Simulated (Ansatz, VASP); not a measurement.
# One calculation of SiC, two programs

File POSCAR:

```
SiC
1.0
    3.0752975751      0.0000000000      0.0000000000
   -1.5376487876      2.6632858243      0.0000000000
    0.0000000000      0.0000000000      5.3512414606
Si C
2 2
Direct
    0.3333333333      0.6666666667      0.5007452066
    0.6666666667      0.3333333333      1.0007452066
    0.3333333333      0.6666666667      0.8742547934
    0.6666666667      0.3333333333      0.3742547934
```

The input INCAR.step1:

```
PREC     = Accurate       # precision mode
ENCUT    = 520            # plane-wave cutoff, eV
ISMEAR   = 0              # smearing method
SIGMA    = 0.02           # smearing width, eV
LREAL    = F              # projectors in reciprocal space
LASPH    = T              # aspherical terms in the spheres
NELM     = 80             # most SCF steps
NBANDS   = 16             # bands
GGA      = PE             # functional
ALGO     = Normal         # electronic algorithm
EDIFF    = 1E-4           # SCF threshold, eV
LWAVE    = T              # write WAVECAR
LCHARG   = F              # write CHGCAR
```

Contents of INCAR.step2:

```
PREC     = Accurate       # precision mode
ENCUT    = 520            # plane-wave cutoff, eV
EDIFF    = 1E-7           # SCF threshold, eV
ISMEAR   = 0              # smearing method
SIGMA    = 0.02           # smearing width, eV
LREAL    = F              # projectors in reciprocal space
LASPH    = T              # aspherical terms in the spheres
NELM     = 80             # most SCF steps
ALGO     = Normal         # electronic algorithm
ISIF     = 2              # what is computed and relaxed
LWAVE    = F              # write WAVECAR
LCHARG   = T              # write CHGCAR
METAGGA  = R2SCAN         # meta-GGA
LMIXTAU  = T            
LELF     = T              # ELF
LVHAR    = T            
NBANDS   = 16             # bands
ISTART   = 1
```

The input KPOINTS:

```
Automatic mesh
0
Gamma
  12 12 6
```

Input for Ansatz:

```yaml
crystal:
  lattice:
    - [3.0752975751, 0.0, 0.0]
    - [-1.5376487876, 2.6632858243, 0.0]
    - [0.0, 0.0, 5.3512414606]
  atoms:
    - { symbol: Si, position: [0.3333333333, 0.6666666667, 0.5007452066] }
    - { symbol: Si, position: [0.6666666667, 0.3333333333, 1.0007452066] }
    - { symbol: C, position: [0.3333333333, 0.6666666667, 0.8742547934] }
    - { symbol: C, position: [0.6666666667, 0.3333333333, 0.3742547934] }
basis:
  ecutwfc: 500
kpoints:
  mp_grid: { grid: [12, 12, 6] }
  band_path: { path: [VBM, CBM], npoints: 2 }
hamiltonian:
  xc: r2scan
scf:
  occupations: { method: gaussian, width: 0.02 }
output:
  forces: true
  stress: true
  eigenvalues: true
checkpoint:
  read: start.run
  write: ck
  compress: false
  write_wavefunctions: false
  write_every: 100000
```

Alike in both runs: task single point; functional r2SCAN; k mesh 12 × 12 × 6; occupations gaussian, width 0.02 eV; no spin polarisation.

```csv
,VASP,Ansatz
version,VASP 6.6.1,Ansatz 0.2.0
potentials or method,"VASP PAW PBE potentials, release 64 (Si, C), cutoff 520 eV","scalar-relativistic, plane waves, PAW"
valence electrons in the cell,16,16
```

|  | VASP | Ansatz | Ansatz less VASP |
| --- | --- | --- | --- |
| gap on the k mesh at the Fermi level (eV) | 2.43 | 2.43 | -0.003 |
| least direct gap on the mesh (eV) | 4.80 | 4.79 | -0.009 |
| pressure (GPa) | -11.2 | -11.0 | +0.14 |
| traceless stress, the component that is largest in VASP (GPa) | -18.43 | -18.32 | +0.107 |

VASP's potentials were made for PBE, not for r2SCAN.
